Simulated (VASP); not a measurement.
# MoS2 (Fm-3m) in VASP: further runs, part 2 of 2

VASP 6.6.1.

## 3. Single point, PBE+U, collinear spin, ferrimagnetic start

Contents of INCAR:

```
SYSTEM = MoS2
ALGO = Normal
EDIFF = 1E-7
ENCUT = 520
GGA = PE
ISIF = 2
ISMEAR = 0
ISPIN = 2
LASPH = .TRUE.
LCHARG = .FALSE.
LDAU = .TRUE.
LDAUJ = 0.7 0
LDAUL = 2 -1
LDAUPRINT = 1
LDAUTYPE = 1
LDAUU = 6 0
LMAXMIX = 4
LORBIT = 11
LREAL = .FALSE.
LWAVE = .FALSE.
MAGMOM = 2.08 -0.23 -0.23
NBANDS = 24
NELM = 150
PREC = Accurate
SIGMA = 0.05
```

Contents of KPOINTS:

```
k-points
0
G
  6 6 6
  0 0 0
```

Contents of POSCAR:

```
MoS2
1.0
    0.0000000000      2.9959514200      2.9959514200
    2.9959514200      0.0000000000      2.9959514200
    2.9959514200      2.9959514200      0.0000000000
Mo S
1 2
Direct
    0.0000000000      0.0000000000      0.0000000000
    0.2500000000      0.2500000000      0.2500000000
    0.7500000000      0.7500000000      0.7500000000
```

Potentials or basis: VASP PAW PBE potentials, release 64 (Mo_sv, S).

The run is started by

```console
> cat potpaw_PBE.64/Mo_sv/POTCAR potpaw_PBE.64/S/POTCAR > POTCAR
> mpirun -np 1 vasp_std > vasp.out
```

OUTCAR:

```text
SYSTEM = MoS2
   EDIFF = 1E-7
   ENCUT = 520
   GGA = PE
   ISIF = 2
   ISMEAR = 0
   ISPIN = 2
   LASPH = .TRUE.
   LORBIT = 11
   LREAL = .FALSE.
   NELM = 150
   PREC = Accurate

 ion  position               nearest neighbor table
   1  0.000  0.000  0.000-   3 2.59   3 2.59   3 2.59   2 2.59   2 2.59   2 2.59   3 2.59   2 2.59

   2  0.250  0.250  0.250-   1 2.59   1 2.59   1 2.59   1 2.59
   3  0.750  0.750  0.750-   1 2.59   1 2.59   1 2.59   1 2.59

  LATTYP: Found a face centered cubic cell.
 ALAT       =     5.9919028400

  Lattice vectors:

 A1 = (   0.0000000000,   2.9959514200,   2.9959514200)
[... 1109 lines left out ...]
  energy-cutoff  :      520.00
  volume of cell :       53.78
      direct lattice vectors                 reciprocal lattice vectors
     0.000000000  2.995951420  2.995951420    -0.166891892  0.166891892  0.166891892
     2.995951420  0.000000000  2.995951420     0.166891892 -0.166891892  0.166891892
     2.995951420  2.995951420  0.000000000     0.166891892  0.166891892 -0.166891892

 POSITION                                       TOTAL-FORCE (eV/Angst)
 -----------------------------------------------------------------------------------
      0.00000      0.00000      0.00000        -0.000000     -0.000000     -0.000000
      1.49798      1.49798      1.49798         0.000000      0.000000      0.000000
      4.49393      4.49393      4.49393        -0.000000     -0.000000     -0.000000
 -----------------------------------------------------------------------------------
    total drift:                                0.000000     -0.000000      0.000000

  FREE ENERGIE OF THE ION-ELECTRON SYSTEM (eV)
  ---------------------------------------------------
  free  energy   TOTEN  =       -15.4033106901 eV

  energy  without entropy=      -15.4028906137  energy(sigma->0) =      -15.40310065

 total charge

# of ion       s       p       d       tot
------------------------------------------
    1        2.254   6.154   3.614  12.022
    2        1.353   2.388   0.000   3.741
    3        1.353   2.388   0.000   3.741
--------------------------------------------------
tot          4.959  10.930   3.614  19.504

 magnetization (x)

# of ion       s       p       d       tot
------------------------------------------
    1        0.036   0.032   1.967   2.036
    2       -0.005  -0.096   0.000  -0.101
    3       -0.005  -0.096   0.000  -0.101
--------------------------------------------------
tot          0.026  -0.160   1.967   1.834
```

OSZICAR:

```text
N       E                     dE             d eps       ncg     rms          rms(c)
DAV:   1     0.173393025929E+03    0.17339E+03   -0.12685E+04  1536   0.100E+03
DAV:   2    -0.968579070833E+01   -0.18308E+03   -0.17565E+03  1912   0.270E+02
DAV:   3    -0.158684816739E+02   -0.61827E+01   -0.61427E+01  1872   0.466E+01
DAV:   4    -0.159219539505E+02   -0.53472E-01   -0.53461E-01  1792   0.479E+00
DAV:   5    -0.159227346377E+02   -0.78069E-03   -0.78060E-03  1904   0.571E-01    0.174E+01
DAV:   6    -0.154901641251E+02    0.43257E+00   -0.16538E+01  1568   0.199E+01    0.104E+01
DAV:   7    -0.153821842279E+02    0.10798E+00   -0.23552E+00  1552   0.801E+00    0.612E+00
DAV:   8    -0.153919866472E+02   -0.98024E-02   -0.49954E-02  1864   0.141E+00    0.319E+00
DAV:   9    -0.154017818613E+02   -0.97952E-02   -0.29760E-02  1704   0.109E+00    0.449E-01
DAV:  10    -0.154025925002E+02   -0.81064E-03   -0.74666E-03  1784   0.429E-01    0.122E-01
DAV:  11    -0.154030390552E+02   -0.44655E-03   -0.27849E-04  1768   0.927E-02    0.825E-02
DAV:  12    -0.154032878121E+02   -0.24876E-03   -0.20768E-04  1680   0.827E-02    0.247E-02
DAV:  13    -0.154033082001E+02   -0.20388E-04   -0.37166E-05  1760   0.322E-02    0.103E-02
DAV:  14    -0.154033093170E+02   -0.11168E-05   -0.95456E-07  1768   0.543E-03    0.644E-03
DAV:  15    -0.154033104921E+02   -0.11751E-05   -0.10187E-06  1608   0.457E-03    0.266E-03
DAV:  16    -0.154033106766E+02   -0.18449E-06   -0.43965E-07  1680   0.301E-03    0.689E-04
DAV:  17    -0.154033106901E+02   -0.13548E-07   -0.80834E-09  1256   0.442E-04
   1 F= -.15403311E+02 E0= -.15403101E+02  d E =-.420076E-03  mag=     1.9921
```

Run time: 83 s. Hardware: 1 thread of Intel Xeon 8259CL, shared host; peak memory 0.21 GiB.

Results:

```
Free energy                                           : -15.4033 eV
Pressure                                              : 5.3 GPa
Net moment                                            : 1.99 μB per cell
Site moments                                          : Mo +2.04; S -0.10 μB
Valence electrons inside the program's atomic spheres : Mo 12.02; S 3.74
```

Eigenvalues of the final occupation matrices:
```tsv
site	spin	trace	eigenvalues
site 1 d	1	2.82	0.37 0.37 0.37 0.86 0.86
site 1 d	2	0.84	0.03 0.03 0.26 0.26 0.26
```

The state reached can hang on the start; a lower one may exist.

## 4. Single point, PBE+U, collinear spin, ferrimagnetic start

Contents of INCAR:

```
PREC = Accurate
ENCUT = 520
EDIFF = 1E-7
ISMEAR = 0
SIGMA = 0.05
LREAL = F
LASPH = T
NELM = 150
ALGO = Normal
ISIF = 2
LWAVE = F
LCHARG = F
ISPIN = 2
MAGMOM = 2.08 -0.23 -0.23
LORBIT = 11
LMAXMIX = 4
LDAU = T
LDAUTYPE = 1
LDAUL = 2 -1
LDAUU = 6 0
LDAUJ = 0.7 0
LDAUPRINT = 1
GGA = PE
NBANDS = 24
```

Contents of KPOINTS:

```
Automatic mesh
0
Gamma
  6 6 6
```

POSCAR is that of step 3.

The run is started by

```console
> cat potpaw_PBE.64/Mo_sv/POTCAR potpaw_PBE.64/S/POTCAR > POTCAR
> mpirun -np 1 vasp_std > vasp.out
```

Wall time 78 s (1 thread of Intel Xeon 8259CL, shared host); peak memory 0.21 GiB.

It converged, with:

```yaml
Free_energy: -15.4033 eV
Pressure: 5.3 GPa
Net_moment: 1.99 μB per cell
Site_moments: Mo +2.04; S -0.10 μB
Valence_electrons_inside_the_program's_atomic_spheres: Mo 12.02; S 3.74
```

Levels at points of the mesh, in eV from the Fermi level:
Spin up:
```
           k point  band 12  band 13  band 14  band 15  band 16  band 17
(0.00, 0.00, 0.00)    -1.43    -1.43    -1.43     2.63     2.63     2.63
(0.50, 0.00, 0.00)    -3.84    -3.77    -3.77     0.06     1.97     1.97
(0.50, 0.50, 0.00)    -3.48    -3.48    -0.01     0.12     2.15     2.15
```
Spin down:
```tsv
k point	band 8	band 9	band 10	band 11	band 12	band 13	band 14	band 15	band 16	band 17
(0.00, 0.00, 0.00)	-6.37	-6.37	-1.51	-1.51	-1.51	0.52	0.52	3.49	3.49	3.49
(0.50, 0.00, 0.00)	-5.39	-4.47	-3.88	-3.78	-3.78	0.57	0.57	1.12	3.96	3.96
(0.50, 0.50, 0.00)	-5.78	-5.78	-2.87	-2.87	-0.15	0.02	1.25	2.01	2.59	2.59
```

Eigenvalues of the final occupation matrices:
```
    site  spin  trace               eigenvalues
site 1 d     1   2.82  0.37 0.37 0.37 0.86 0.86
site 1 d     2   0.84  0.03 0.03 0.26 0.26 0.26
```

The state reached can hang on the start; a lower one may exist.

## 5. Single point, PBE+U, collinear spin, ferrimagnetic start

INCAR: that of step 4 with these lines changed.

```diff
@@ -2,3 +2,3 @@
 ENCUT = 520
-EDIFF = 1E-7
+EDIFF = 1E-6
 ISMEAR = 0
@@ -13,3 +13,3 @@
 ISPIN = 2
-MAGMOM = 2.08 -0.23 -0.23
+MAGMOM = 0.08 -0.02 -0.02
 LORBIT = 11
```

KPOINTS is that of step 4.

POSCAR is that of step 4.

The run is started by

```console
> cat potpaw_PBE.64/Mo_sv/POTCAR potpaw_PBE.64/S/POTCAR > POTCAR
> mpirun -np 1 vasp_std > vasp.out
```

Run time: 74 s. Hardware: 1 thread of Intel Xeon 8259CL, shared host; peak memory 0.21 GiB.

It converged, with:

| Item | Value |
| --- | --- |
| Free energy | -15.4033 eV |
| Pressure | 5.3 GPa |
| Net moment | 1.99 μB per cell |
| Site moments | Mo +2.04; S -0.10 μB |
| Valence electrons inside the program's atomic spheres | Mo 12.02; S 3.74 |

Levels at points of the mesh, in eV from the Fermi level:
Spin up:
| k point | band 10 | band 11 | band 12 | band 13 | band 14 | band 15 | band 16 | band 17 | band 18 | band 19 |
| --- | --- | --- | --- | --- | --- | --- | --- | --- | --- | --- |
| (0.00, 0.00, 0.00) | -5.06 | -5.06 | -1.43 | -1.43 | -1.43 | 2.63 | 2.63 | 2.63 | 3.78 | 3.78 |
| (0.50, 0.00, 0.00) | -3.99 | -3.99 | -3.84 | -3.77 | -3.77 | 0.06 | 1.97 | 1.97 | 5.84 | 7.11 |
| (0.50, 0.50, 0.00) | -4.54 | -4.16 | -3.48 | -3.48 | -0.01 | 0.12 | 2.15 | 2.15 | 3.35 | 6.34 |
Spin down:
```tsv
k point	band 9	band 10	band 11	band 12	band 13	band 14	band 15	band 16
(0.00, 0.00, 0.00)	-6.37	-1.51	-1.51	-1.51	0.52	0.52	3.49	3.49
(0.50, 0.00, 0.00)	-4.47	-3.88	-3.78	-3.78	0.57	0.57	1.12	3.96
(0.50, 0.50, 0.00)	-5.78	-2.87	-2.87	-0.15	0.02	1.25	2.01	2.59
```

Eigenvalues of the final occupation matrices:
```
    site  spin  trace               eigenvalues
site 1 d     1   2.82  0.37 0.37 0.37 0.86 0.86
site 1 d     2   0.84  0.03 0.03 0.26 0.26 0.26
```
